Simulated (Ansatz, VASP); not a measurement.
# InSb in VASP and in Ansatz

Contents of INCAR:

```
SYSTEM = InSb
ALGO = Normal ; EDIFF = 1E-7
ENCUT = 520 ; GGA = PE
ISIF = 2 ; ISMEAR = 0
LASPH = .TRUE. ; LCHARG = .FALSE.
LREAL = .FALSE. ; LWAVE = .FALSE.
NBANDS = 16 ; NELM = 60
PREC = Accurate ; SIGMA = 0.1
```

File KPOINTS:

```
k-points
0
G
  4 4 4
  0 0 0
```

File POSCAR:

```
InSb
1.0
    0.0000000000      3.2390999800      3.2390999800
    3.2390999800      0.0000000000      3.2390999800
    3.2390999800      3.2390999800      0.0000000000
In Sb
1 1
Direct
    0.0000000000      0.0000000000      0.0000000000
    0.2500000000      0.2500000000      0.2500000000
```

Input for Ansatz:

```yaml
crystal:
  lattice:
    - [0.0, 3.23909998, 3.23909998]
    - [3.23909998, 0.0, 3.23909998]
    - [3.23909998, 3.23909998, 0.0]
  atoms:
    - { symbol: In, position: [0.0, 0.0, 0.0] }
    - { symbol: Sb, position: [0.25, 0.25, 0.25] }
basis:
  ecutwfc: 420
kpoints:
  mp_grid: { grid: [4, 4, 4] }
hamiltonian:
  xc: pbe
scf:
  occupations: { method: gaussian, width: 0.1 }
  lower_state_search: "off"
output:
  forces: true
  stress: true
  eigenvalues: true
```

Alike in both runs: task single point; functional PBE; k mesh 4 × 4 × 4; occupations gaussian, width 0.1 eV; no spin polarisation.

|  | VASP | Ansatz |
| --- | --- | --- |
| version | VASP 6.6.1 | Ansatz 0.2.0 |
| potentials or method | VASP PAW PBE potentials, release 64 (In_d, Sb), cutoff 520 eV | scalar-relativistic, plane waves, PAW |
| valence electrons in the cell | 18 | 28 |

```tsv
	VASP	Ansatz	Ansatz less VASP
gap on the k mesh at the Fermi level (eV)	none	none	-
pressure (GPa)	3.7	3.7	+0.02
```

A gap of «none» marks a metal or a gap that the smearing closes. With one functional, cell and mesh, what is left measures potentials, basis and numerics. VASP's potentials hold 18 valence electrons a cell and Ansatz's 28, so a difference there can come from the potentials and not from the codes.

The k mesh is coarse, so the values compare programs but aren't converged. Spin-orbit coupling is off throughout.
